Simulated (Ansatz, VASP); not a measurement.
## One calculation of SnO2, two programs

```
Sn O
1.0
     4.80971    0.00000    0.00000
     0.00000    6.30992    0.00000
     0.00000    0.00000    5.32131
Sn O
4 8
Direct
  0.50000 0.66734 0.75000
  0.00000 0.83266 0.25000
  0.50000 0.33266 0.25000
  0.00000 0.16734 0.75000
  0.73093 0.60502 0.07769
  0.23093 0.89498 0.92231
  0.76907 0.89498 0.57769
  0.26907 0.60502 0.42231
  0.73093 0.39498 0.57769
  0.23093 0.10502 0.42231
  0.76907 0.10502 0.07769
  0.26907 0.39498 0.92231
```

Change from the starting cell: volume 13.458 Å^3 an atom, stretch along b over the lengths across it, relative to the relaxed cell 1.0835.

Alike in both runs: task single point; functional LDA; k mesh 6 × 6 × 6; occupations gaussian, width 0.05 eV; no spin polarisation.

```csv
,VASP,Ansatz
version,VASP 6.6.1,Ansatz 0.2.0
potentials or method,"VASP PAW LDA potentials, release 64 (Sn_d, O), cutoff 520 eV","scalar-relativistic, plane waves, PAW"
valence electrons in the cell,104,104
```

Ansatz gave:

```
pressure (GPa)                                                : -21.8
traceless stress, the component that is largest in VASP (GPa) : -5.68
rms of the force components (eV/Å)                            : 0.205
```

Task: Which values does VASP return?

Result: Pressure (GPa): -21.1; traceless stress, the component that is largest in VASP (GPa): -5.83; rms of the force components (eV/Å): 0.194.

Ansatz warns that its potentials were made for another functional, while VASP's fit it. LDA's correlation is that of Perdew and Zunger in VASP and of Perdew and Wang (1992) in Ansatz. Atom by atom the forces differ by 0.015 eV/Å (rms over components).
